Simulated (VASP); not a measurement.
Write the native input for VASP 6.6.1 that does the following.

* Task: single point
* Functional: LDA
* Potentials or basis: VASP PAW LDA potentials, release 64 (Ga_d, P)
* Cutoff: 520 eV
* k mesh: 8 × 8 × 8
* Occupations: fermi-dirac, width 0.05 eV
* Spin: no spin polarisation
* Dipole correction: no
* Further INCAR settings: ALGO = Normal; EDIFF = 1e-07; NBANDS = 26

The structure of GaP lies in POSCAR:

```
GaP
1.0
    1.9811231871      1.1438020054      6.5569364368
   -1.9811231871      1.1438020054      6.5569364368
    0.0000000000     -2.2876040107      6.5569364368
Ga P
2 2
Direct
    0.5646280000      0.5646280000      0.5646280000
    0.4353720000      0.4353720000      0.4353720000
    0.9426110000      0.9426110000      0.9426110000
    0.0573890000      0.0573890000      0.0573890000
```

This cell differs from its parent crystal: volume scaled by 1.06.

These files were run (other wordings do the same):

INCAR

```
SYSTEM = GaP
PREC = Accurate
ENCUT = 520
EDIFF = 1E-7
ISMEAR = -1
SIGMA = 0.05
LREAL = .False.
LASPH = .True.
NELM = 80
ALGO = Normal
ISIF = 2
LWAVE = .False.
LCHARG = .False.
NBANDS = 26
```

KPOINTS

```
regular mesh
0
Gamma
  8 8 8
  0 0 0
```

Potentials or basis: VASP PAW LDA potentials, release 64 (Ga_d, P).

Run with:

```console
$ cat potpaw_LDA.64/Ga_d/POTCAR potpaw_LDA.64/P/POTCAR > POTCAR
$ mpirun -np 1 vasp_std > vasp.out
```

Results of the run:

| Property | Result |
| --- | --- |
| Pressure | -7.8 GPa |
| Largest force | 0.047 eV/Å |
| Band gap on the k mesh | 0.67 eV, indirect (least direct gap 0.80 eV) |

It took 2.9 min on 1 thread of Intel(R) Xeon(R) 6975P-C (Granite Rapids), on a shared host, peak memory 0.36 GiB.
